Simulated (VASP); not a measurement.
Wanted: the native input for a VASP 6.6.1 run.

```
Task                   : relaxation of cell and atoms
Functional             : PBE
Potentials or basis    : VASP PAW PBE potentials, release 64 (Tl_d)
Cutoff                 : 600 eV
k mesh                 : 15 × 15 × 8
Occupations            : gaussian, width 0.1 eV
Spin                   : no spin polarisation
Dipole correction      : no
Further INCAR settings : ALGO = Fast; EDIFF = 1e-06; IBRION = 2; EDIFFG = -0.005; NSW = 100; ISIF = 3
```

The structure of Tl lies in POSCAR:

```
Tl
1.0
    3.6124296590      0.0000000000      0.0000000000
   -1.8062148295      3.1284558541      0.0000000000
    0.0000000000      0.0000000000      5.5652678597
Tl
2
Direct
    0.3333333333      0.6666666667      0.7500000000
    0.6666666667      0.3333333333      0.2500000000
```

The input as run:

INCAR

```
ALGO = Fast
EDIFF = 1E-6
EDIFFG = -0.005
ENCUT = 600
GGA = PE
IBRION = 2
ISIF = 3
ISMEAR = 0
LASPH = T
LCHARG = F
LREAL = F
LWAVE = F
NELM = 80
NSW = 100
PREC = Accurate
SIGMA = 0.1
```

KPOINTS

```
k-points
0
Gamma
  15 15 8
```

Potentials or basis: VASP PAW PBE potentials, release 64 (Tl_d).

Run with:

```bash
$ cat potpaw_PBE.64/Tl_d/POTCAR > POTCAR
$ mpirun -np 1 vasp_std > vasp.out
```

It gave:

```json
{
 "Relaxed volume": "31.42 Å³/atom",
 "Relaxed cell": "a = 3.611 Å, b = 3.611 Å, c = 5.564 Å, α = 90.00°, β = 90.00°, γ = 120.00°",
 "Space group after relaxing (to 0.1 Å)": "P6_3/mmc (No. 194)",
 "Energy gained by relaxing": "0.0 meV/atom",
 "Ionic steps": "2",
 "Pressure after relaxing": "0.0 GPa",
 "Band gap on the k mesh": "zero (bands 13 and 14 overlap by 5.45 eV)"
}
```

Caveat: spin-orbit coupling is left out, which moves the levels of the heavy elements.

It took 79 s on 1 thread of Intel(R) Xeon(R) 6975P-C (Granite Rapids) (shared host), peak memory 0.31 GiB.
